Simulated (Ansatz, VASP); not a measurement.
## One calculation of Al, two programs

File INCAR:

```
PREC = Accurate
ENCUT = 600
EDIFF = 1E-7
ISMEAR = -1
SIGMA = 0.05
LREAL = False
LASPH = True
NELM = 80
ALGO = Normal
ISIF = 3
LWAVE = False
LCHARG = False
GGA = CA
IBRION = 2
NSW = 80
EDIFFG = -0.005
```

KPOINTS

```
Automatic mesh
0
Gamma
  11 11 11
```

POSCAR

```
Al
1.0
    0.0000000000      2.0248050000      2.0248050000
    2.0248050000      0.0000000000      2.0248050000
    2.0248050000      2.0248050000      0.0000000000
Al
1
Direct
    0.0000000000      0.0000000000      0.0000000000
```

Contents of input.yaml:

```yaml
crystal:
  lattice:
    - [0.0, 2.024805, 2.024805]
    - [2.024805, 0.0, 2.024805]
    - [2.024805, 2.024805, 0.0]
  atoms:
    - { symbol: Al, position: [0.0, 0.0, 0.0] }
kpoints:
  mp_grid: { grid: [11, 11, 11] }
scf:
  occupations: { method: fermi_dirac, width: 0.05 }
hamiltonian:
  xc: lda
  pseudopotentials: { kind: all_electron, lapw: { basis_error: 0.001 } }
output:
  forces: true
  stress: true
relax:
  f_tol: 0.005
  max_steps: 60
  cell: {}
```

Alike in both runs: task relaxation of cell and atoms; functional LDA; k mesh 11 × 11 × 11; occupations fermi-dirac, width 0.05 eV; no spin polarisation.

|  | VASP | Ansatz |
| --- | --- | --- |
| version | VASP 6.6.1 | Ansatz 0.2.0 |
| potentials or method | VASP PAW LDA potentials, release 64 (Al), cutoff 600 eV | all-electron LAPW, scalar-relativistic |

```tsv
	VASP	Ansatz	Ansatz less VASP
relaxed volume (Å³/atom)	15.84	15.84	-0.004
relaxed cell length with the largest relative difference (Å)	2.819	2.819	-0.0002
```

LDA's correlation is that of Perdew and Zunger in VASP and of Perdew and Wang (1992) in Ansatz. Ansatz ran all-electron here, and VASP with PAW potentials.
